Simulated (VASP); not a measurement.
# ZrScF4 (P4/mmm) in VASP: further runs

ZrScF4 is run at these levels: PBE; tasks: relaxation of cell and atoms, single point.

Everything below comes from runs of VASP 6.6.1. Logs are shortened: lines on timing, memory, paths and dates and some standing lists are left out, and cuts for length are marked.

## Step 1: The cell of the first run

Symmetry: P4/mmm, No. 123, tetragonal system. Conventional cell: a = 3.119 Å, b = 3.119 Å, c = 4.411 Å, α = 90.00°, β = 90.00°, γ = 90.00°. Zr (site symmetry 4/mmm) has 8 F at 1.91 Å within 2.5 Å. Within 2.5 Å of Sc (site symmetry 4/mmm) lie 8 F at 1.91 Å. Within 2.5 Å of F (site symmetry 2mm) lie 2 Zr at 1.91 Å and 2 Sc at 1.91 Å and 6 F at 2.21 Å.

## Step 2: Relaxation of cell and atoms, PBE

File INCAR:

```
ALGO = Normal ; EDIFF = 1E-6
EDIFFG = -0.04 ; ENCUT = 600
GGA = PE ; IBRION = 2
ISIF = 3 ; ISMEAR = 0
LASPH = T ; LCHARG = F
LREAL = F ; LWAVE = F
NELM = 100 ; NSW = 90
PREC = Accurate ; SIGMA = 0.1
```

File KPOINTS:

```
k-points
0
Gamma
  6 6 4
```

File POSCAR:

```
ZrScF4
1.0
    3.1190209700      0.0000000000      0.0000000000
    0.0000000000      3.1190209700      0.0000000000
    0.0000000000      0.0000000000      4.4109617600
Zr Sc F
1 1 4
Direct
    0.5000000000      0.5000000000      0.5000000000
    0.0000000000      0.0000000000      0.0000000000
    0.5000000000      0.0000000000      0.2500000000
    0.0000000000      0.5000000000      0.7500000000
    0.5000000000      0.0000000000      0.7500000000
    0.0000000000      0.5000000000      0.2500000000
```

Potentials or basis: VASP PAW PBE potentials, release 64 (Zr_sv, Sc_sv, F).

Started as:

```bash
$ cat potpaw_PBE.64/Zr_sv/POTCAR potpaw_PBE.64/Sc_sv/POTCAR potpaw_PBE.64/F/POTCAR > POTCAR
$ mpirun -np 1 vasp_std > vasp.out
```

OUTCAR:

```text
EDIFF = 1E-6
   EDIFFG = -0.04
   ENCUT = 600
   GGA = PE
   IBRION = 2
   ISIF = 3
   ISMEAR = 0
   LASPH = T
   LREAL = F
   NELM = 100
   NSW = 90
   PREC = Accurate

 ion  position               nearest neighbor table
   1  0.500  0.500  0.500-   3 1.91   4 1.91   5 1.91   6 1.91   3 1.91   5 1.91   4 1.91   6 1.91
                             2 3.12   2 3.12   2 3.12   2 3.12   2 3.12   2 3.12   2 3.12   2 3.12
   2  0.000  0.000  0.000-   3 1.91   4 1.91   5 1.91   6 1.91   4 1.91   6 1.91   3 1.91   5 1.91
                             1 3.12   1 3.12   1 3.12   1 3.12   1 3.12   1 3.12   1 3.12   1 3.12
   3  0.500  0.000  0.250-   1 1.91   2 1.91   1 1.91   2 1.91
   4  0.000  0.500  0.750-   1 1.91   2 1.91   2 1.91   1 1.91
   5  0.500  0.000  0.750-   1 1.91   2 1.91   1 1.91   2 1.91
   6  0.000  0.500  0.250-   1 1.91   2 1.91   2 1.91   1 1.91

  LATTYP: Found a simple tetragonal cell.
 ALAT       =     3.1190209700
 C/A-ratio  =     1.4142135633

  Lattice vectors:

 A1 = (   3.1190209700,   0.0000000000,   0.0000000000)
 A2 = (   0.0000000000,   3.1190209700,   0.0000000000)
 A3 = (   0.0000000000,   0.0000000000,   4.4109617600)

Analysis of symmetry for initial positions (statically):
=====================================================================
 Subroutine PRICEL returns:
 Original cell was already a primitive cell.

 Routine SETGRP: Setting up the symmetry group for a
 simple tetragonal supercell.

 Subroutine GETGRP returns: Found 16 space group operations
 (whereof 16 operations were pure point group operations)
 out of a pool of 16 trial point group operations.

The static configuration has the point symmetry D_4h.

Analysis of symmetry for dynamics (positions and initial velocities):
=====================================================================
 Subroutine PRICEL returns:
 Original cell was already a primitive cell.

 Routine SETGRP: Setting up the symmetry group for a
 simple tetragonal supercell.

 Subroutine GETGRP returns: Found 16 space group operations
 (whereof 16 operations were pure point group operations)
 out of a pool of 16 trial point group operations.

The dynamic configuration has the point symmetry D_4h.

 Subroutine INISYM returns: Found 16 space group operations
 (whereof 16 operations are pure point group operations),
 and found     1 'primitive' translations

----------------------------------------------------------------------------------------

                                     Primitive cell

  volume of cell :      42.9111

  direct lattice vectors                    reciprocal lattice vectors
     3.119020970  0.000000000  0.000000000     0.320613426  0.000000000  0.000000000
     0.000000000  3.119020970  0.000000000     0.000000000  0.320613426  0.000000000
     0.000000000  0.000000000  4.410961760     0.000000000  0.000000000  0.226707928

  length of vectors
     3.119020970  3.119020970  4.410961760     0.320613426  0.320613426  0.226707928

  position of ions in fractional coordinates (direct lattice)
     0.500000000  0.500000000  0.500000000
     0.000000000  0.000000000  0.000000000
     0.500000000  0.000000000  0.250000000
     0.000000000  0.500000000  0.750000000
     0.500000000  0.000000000  0.750000000
     0.000000000  0.500000000  0.250000000

  ion indices of the primitive-cell ions
   primitive index   ion index
                 1           1
                 2           2
                 3           3
                 4           4
                 5           5
                 6           6

----------------------------------------------------------------------------------------

 KPOINTS: k-points

Automatic generation of k-mesh.
 Grid dimensions read from file:
 generate k-points for:    6    6    4

 Generating k-lattice:

  Cartesian coordinates                     Fractional coordinates (reciprocal lattice)
     0.053435571  0.000000000  0.000000000     0.166666667  0.000000000  0.000000000
     0.000000000  0.053435571  0.000000000     0.000000000  0.166666667  0.000000000
     0.000000000  0.000000000  0.056676982     0.000000000  0.000000000  0.250000000

  Length of vectors
     0.053435571  0.053435571  0.056676982

  Shift w.r.t. Gamma in fractional coordinates (k-lattice)
     0.000000000  0.000000000  0.000000000

 Subroutine IBZKPT returns following result:
 ===========================================

 Found     30 irreducible k-points:

 Following reciprocal coordinates:
            Coordinates               Weight
  0.000000  0.000000  0.000000      1.000000
  0.166667  0.000000  0.000000      4.000000
  0.333333  0.000000  0.000000      4.000000
  0.500000  0.000000  0.000000      2.000000
  0.166667  0.166667  0.000000      4.000000
  0.333333  0.166667  0.000000      8.000000
[... 16 lines left out ...]
  0.333333  0.000000  0.500000      4.000000
  0.500000  0.000000  0.500000      2.000000
 [... further k-points ...]
   k-points           NKPTS =     30   k-points in BZ     NKDIM =     30   number of bands    NBANDS=     30
   number of dos      NEDOS =    301   number of ions     NIONS =      6
   total plane-waves  NPLWV =  28224
   dimension x,y,z NGX =    28 NGY =   28 NGZ =   36
   dimension x,y,z NGXF=    56 NGYF=   56 NGZF=   72
   ions per type =               1   1   4
   NGX,Y,Z   is equivalent  to a cutoff of  14.92, 14.92, 13.57 a.u.
   NGXF,Y,Z  is equivalent  to a cutoff of  29.85, 29.85, 27.14 a.u.
 SYSTEM =  unknown system
   PREC   = accura    normal or accurate (medium, high low for compatibility)
   ISTART =      0    job   : 0-new  1-cont  2-samecut
   ICHARG =      2    charge: 1-file 2-atom 10-const
   ISPIN  =      1    spin polarized calculation?
   LNONCOLLINEAR =      F non collinear calculations
   LSORBIT =      F    spin-orbit coupling
   LASPH  =      T    aspherical Exc in radial PAW
   ENCUT  =  600.0 eV  44.10 Ry    6.64 a.u.   6.23  6.23  8.81*2*pi/ulx,y,z
   NELM   =    100;   NELMIN=  2; NELMDL= -5     # of ELM steps
   EDIFF  = 0.1E-05   stopping-criterion for ELM
   LREAL  =      F    real-space projection
   EDIFFG = -.4E-01   stopping-criterion for IOM
   NSW    =     90    number of steps for IOM
   IBRION =      2    ionic relax: 0-MD 1-quasi-New 2-CG
   NFREE  =      1    steps in history (QN), initial steepest desc. (CG)
   ISIF   =      3    stress and relaxation
   ISYM   =      2    0-nonsym 1-usesym 2-fastsym
   POTIM  = 0.5000    time-step for ionic-motion
   TEBEG  =    0.0;   TEEND  =   0.0 temperature during run
   PSTRESS=    0.0 pullay stress
   NELECT =      51.0000    total number of electrons
   NUPDOWN=      -1.0000    fix difference up-down
   EMIN   =  10.00;   EMAX   =-10.00  energy-range for DOS
   EFERMI =   0.00;   METHOD = LEGACY
   ISMEAR =     0;   SIGMA  =   0.10  broadening in eV -4-tet -1-fermi 0-gaus
   EFERMI_NEDOS =   21; number of points for ismear=-14 and -15
   IALGO  =     38    algorithm
   IMIX   =      4    mixing-type and parameters
     AMIX     =   0.40;   BMIX     =  1.00
     AMIX_MAG =   1.60;   BMIX_MAG =  1.00
  volume/ion in A,a.u.               =       7.15        48.26
  Fermi-wavevector in a.u.,A,eV,Ry     =   1.734103  3.276980 40.914267  3.007114
  Thomas-Fermi vector in A             =   2.807963
   LORBIT       =      0    0 simple, 1 ext, 2 COOP (PROOUT), +10 PAW based schemes
   GGA     = PE    functional components
   LHFCALC =     F    Hartree Fock is set to
   AEXX    =    0.0000 exact exchange contribution
   IVDW    =     0    specifies the selected vdW correction
   LEPSILON=     F    determine dielectric tensor
   LRPA    =     F    only Hartree local field effects (RPA)
 conjugate gradient relaxation of ions
 non-spin polarized calculation
 Gauss-broadening in eV      SIGMA  =   0.10
  energy-cutoff  :      600.00
  volume of cell :       42.91
 maximum number of plane-waves:      1449
 NGX is ok and might be reduce to    28
   NGX = 13   NGY = 13   NGZ = 17

--------------------------------------- Ionic step        1  -------------------------------------------

 number of electron      50.9999970 magnetization

 Free energy of the ion-electron system (eV)
  ---------------------------------------------------
  ext. energy  EPLUGINS =         0.00000000
  ---------------------------------------------------
  free energy    TOTEN  =       -23.56197870 eV

  energy without entropy =      -23.54285406  energy(sigma->0) =      -23.55241638

 E-fermi :  15.5777     XC(G=0): -14.0232

 val. band max:       15.5643016667   @ k =   0.0000   0.0000   0.2500
 cond. band min:      15.6162205823   @ k =   0.1667   0.1667   0.0000
 fundamental gap:      0.0519189156
 Fermi energy:        15.5776742573

 k-point     1 :       0.0000    0.0000    0.0000
  band No.  band energies     occupation
      1     -35.8773      2.00000
      2     -35.3398      2.00000
      3     -19.5340      2.00000
      4     -16.1619      2.00000
      5     -15.5360      2.00000
      6     -14.7361      2.00000
[... 781 lines left out ...]
     29      18.6550      0.00000
     30      19.0429      0.00000

 [... further k-points ...]

------------------------ aborting loop because EDIFF is reached ----------------------------------------

  FORCE on cell =-STRESS in cart. coord.  units (eV):
  Direction    XX          YY          ZZ          XY          YZ          ZX
  --------------------------------------------------------------------------------------
  -------------------------------------------------------------------------------------
  Total       64.6831365     64.6831365     64.9673050      0.0000000     -0.0000000      0.0000000
  in kB     2415.0813881   2415.0813881   2425.6914199      0.0000000     -0.0000000      0.0000000
  external PRESSURE =    2418.6180654 kB  Pullay stress =       0.0000000 kB
[... 27 lines left out ...]
--------------------------------------- Ionic step        2  -------------------------------------------

 number of electron      51.0000029 magnetization

 E-fermi :   1.5067     XC(G=0):  -7.4760

 val. band max:        1.5032741956   @ k =   0.1667   0.1667   0.0000
 cond. band min:       1.5215623117   @ k =   0.5000   0.1667   0.0000
 fundamental gap:      0.0182881161
 Fermi energy:         1.5066628828

 k-point     1 :       0.0000    0.0000    0.0000
  band No.  band energies     occupation
      1     -50.8148      2.00000
      2     -49.7807      2.00000
      3     -29.3860      2.00000
      4     -29.3860      2.00000
      5     -29.2940      2.00000
      6     -27.7522      2.00000
[... 781 lines left out ...]
     29       1.6593      0.03088
     30       1.7155      0.00314

 [... further k-points ...]

------------------------ aborting loop because EDIFF is reached ----------------------------------------

  FORCE on cell =-STRESS in cart. coord.  units (eV):
  Direction    XX          YY          ZZ          XY          YZ          ZX
  --------------------------------------------------------------------------------------
  -------------------------------------------------------------------------------------
  Total      -76.5450771    -76.5450771    -74.9638507      0.0000000      0.0000000     -0.0000000
  in kB     -812.4664716   -812.4664716   -795.6829830      0.0000000      0.0000000     -0.0000000
  external PRESSURE =    -806.8719754 kB  Pullay stress =       0.0000000 kB
[... 61 lines left out ...]
  FREE ENERGIE OF THE ION-ELECTRON SYSTEM (eV)
  ---------------------------------------------------
  free  energy   TOTEN  =       -37.7750192818 eV

  energy  without entropy=      -37.7309050810  energy(sigma->0) =      -37.75296218

[... ionic steps 4 to 23 ...]

--------------------------------------- Ionic step       24  -------------------------------------------

 number of electron      51.0000055 magnetization

------------------------ aborting loop because EDIFF is reached ----------------------------------------
[... 75 lines left out ...]
--------------------------------------- Ionic step       26  -------------------------------------------

 number of electron      51.0000068 magnetization

 Free energy of the ion-electron system (eV)
  ---------------------------------------------------
  ext. energy  EPLUGINS =         0.00000000
  ---------------------------------------------------
  free energy    TOTEN  =       -38.44363232 eV

  energy without entropy =      -38.40415604  energy(sigma->0) =      -38.42389418

 E-fermi :   8.3867     XC(G=0): -11.0171

 val. band max:        8.3848421162   @ k =   0.1667   0.1667   0.0000
 cond. band min:       8.4123757413   @ k =   0.3333   0.3333   0.2500
 fundamental gap:      0.0275336251
 Fermi energy:         8.3867258741

 k-point     1 :       0.0000    0.0000    0.0000
  band No.  band energies     occupation
      1     -43.4703      2.00000
      2     -42.5281      2.00000
      3     -22.7386      2.00000
      4     -22.1104      2.00000
      5     -22.1104      2.00000
      6     -21.0049      2.00000
[... 781 lines left out ...]
     29       9.2085      0.00000
     30       9.7834      0.00000

 [... further k-points ...]

------------------------ aborting loop because EDIFF is reached ----------------------------------------

  FORCE on cell =-STRESS in cart. coord.  units (eV):
  Direction    XX          YY          ZZ          XY          YZ          ZX
  --------------------------------------------------------------------------------------
  -------------------------------------------------------------------------------------
  Total       -0.2293936     -0.2293936      0.1656681      0.0000000      0.0000000      0.0000000
  in kB       -5.1281199     -5.1281199      3.7035297      0.0000000      0.0000000      0.0000000
  external PRESSURE =      -2.1842367 kB  Pullay stress =       0.0000000 kB
[... 21 lines left out ...]
  FREE ENERGIE OF THE ION-ELECTRON SYSTEM (eV)
  ---------------------------------------------------
  free  energy   TOTEN  =       -38.4436323197 eV

  energy  without entropy=      -38.4041560426  energy(sigma->0) =      -38.42389418

 reached required accuracy - stopping structural energy minimisation
```

Wall time 11 min (1 thread of Intel Xeon Platinum 8488C (Sapphire Rapids), shared host); peak memory 0.21 GiB.

What came out:

```
Free energy                           : -38.4436 eV
Relaxed volume                        : 11.94 Å³/atom
Relaxed cell                          : a = 3.514 Å, b = 3.514 Å, c = 5.802 Å, α = 90.00°, β = 90.00°, γ = 90.00°
Space group after relaxing (to 0.1 Å) : P4/mmm (No. 123)
Pressure after relaxing               : -0.2 GPa
Largest force after relaxing          : 0.013 eV/Å
Band gap on the k mesh                : zero (an odd number of electrons rules out a gap without spin polarisation)
```

Forces on the atoms (eV/Å):
```
Zr   0.000  0.000  0.000
Sc   0.000  0.000  0.000
F    0.000  0.000 -0.013
F    0.000  0.000  0.013
F    0.000  0.000  0.013
F    0.000  0.000 -0.013
```

Final structure:
```
Zr Sc F
1.0
     3.51448    0.00000    0.00000
     0.00000    3.51448    0.00000
     0.00000    0.00000    5.80246
Zr Sc F
1 1 4
Direct
  0.50000 0.50000 0.50000
  0.00000 0.00000 0.00000
  0.50000 0.00000 0.21611
  0.00000 0.50000 0.78389
  0.50000 0.00000 0.78389
  0.00000 0.50000 0.21611
```

Caveat: the volume moved by over 15 % at a fixed basis, so the end points are rough; an odd number of electrons without spin polarisation forces a metal; a magnetic or distorted state may lie lower.

## Step 3: Single point, PBE

This run uses another cell than the first one, of 12.63 Å³/atom.

File INCAR:

```
SYSTEM = ZrScF4
  ALGO = Normal
  EDIFF = 1E-7
  ENCUT = 520
  GGA = PE
  ISIF = 2
  ISMEAR = 0
  LASPH = .True.
  LCHARG = .False.
  LREAL = .False.
  LWAVE = .False.
  NBANDS = 34
  NELM = 100
  PREC = Accurate
  SIGMA = 0.1
```

File KPOINTS:

```
k-points
0
Gamma
  12 12 6
  0 0 0
```

File POSCAR:

```
ZrScF4
1.0
    3.4596606735      0.0000000000      0.0000000000
    0.0000000000      3.4596606735      0.0000000000
    0.0000000000      0.0000000000      6.3310792399
Zr Sc F
1 1 4
Direct
    0.5000000000      0.5000000000      0.5000000000
    0.0000000000      0.0000000000      0.0000000000
    0.5000000000      0.0000000000      0.2059014212
    0.0000000000      0.5000000000      0.7940985788
    0.5000000000      0.0000000000      0.7940985788
    0.0000000000      0.5000000000      0.2059014212
```

Potentials or basis: VASP PAW PBE potentials, release 64 (Zr_sv, Sc_sv, F).

Started as:

```bash
$ cat potpaw_PBE.64/Zr_sv/POTCAR potpaw_PBE.64/Sc_sv/POTCAR potpaw_PBE.64/F/POTCAR > POTCAR
$ mpirun -np 1 vasp_std > vasp.out
```

Run time: 4.3 min. Hardware: 1 thread of Intel Xeon Platinum 8488C (Sapphire Rapids), shared host; peak memory 0.38 GiB.

It converged, with:

```
Free energy            : -39.2988 eV
Pressure               : 0.2 GPa
Largest force          : 0.055 eV/Å
Band gap on the k mesh : zero (an odd number of electrons rules out a gap without spin polarisation)
```

Forces in eV/Å, atoms in the order of the input:
```
Zr   0.000  0.000  0.000
Sc   0.000  0.000  0.000
F    0.000  0.000  0.055
F    0.000  0.000 -0.055
F    0.000  0.000 -0.055
F    0.000  0.000  0.055
```

Levels at points of the mesh, in eV from the Fermi level:
```tsv
k point	band 23	band 24	band 25	band 26	band 27	band 28
(0.00, 0.00, 0.00)	-6.57	-6.57	-2.42	-0.85	-0.28	0.61
(0.50, 0.00, 0.00)	-7.78	-7.61	-0.89	0.49	0.59	0.69
(0.50, 0.50, 0.00)	-6.18	-6.05	-1.63	-0.28	0.91	0.91
(0.00, 0.00, 0.50)	-6.62	-6.62	-2.12	-0.40	-0.02	0.62
(0.50, 0.00, 0.50)	-7.61	-7.54	-0.84	0.41	0.42	0.61
(0.50, 0.50, 0.50)	-6.15	-6.08	-1.56	-0.03	0.97	1.23
```

Caveat: an odd number of electrons without spin polarisation forces a metal; a magnetic or distorted state may lie lower.
